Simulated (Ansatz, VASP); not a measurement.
SnPt3 in VASP and in Ansatz

```
Sn Pt
1.0
     4.02649    0.00000    0.00000
     0.00000    4.02649    0.00000
     0.00000    0.00000    4.02649
Sn Pt
1 3
Direct
  0.00000 0.00000 0.00000
  0.00000 0.50000 0.50000
  0.50000 0.00000 0.50000
  0.50000 0.50000 0.00000
```

Change from the starting cell: volume scaled by 1.02.

Alike in both runs: task single point; functional LDA; k mesh 8 × 8 × 8; occupations fermi-dirac, width 0.05 eV; no spin polarisation.

|  | VASP | Ansatz |
| --- | --- | --- |
| version | VASP 6.6.1 | Ansatz 0.2.0 |
| potentials or method | VASP PAW LDA potentials, release 64 (Sn_d, Pt), cutoff 500 eV | all-electron LAPW, scalar-relativistic |

Ansatz gave:

| Property | Result |
| --- | --- |
| pressure (GPa) | -7.8 |

**Question.** Which values does VASP return?

**Answer.** Pressure (GPa): -7.1.

LDA's correlation is that of Perdew and Zunger in VASP and of Perdew and Wang (1992) in Ansatz. Ansatz ran all-electron here, and VASP with PAW potentials.

Neither program's run includes spin-orbit coupling.
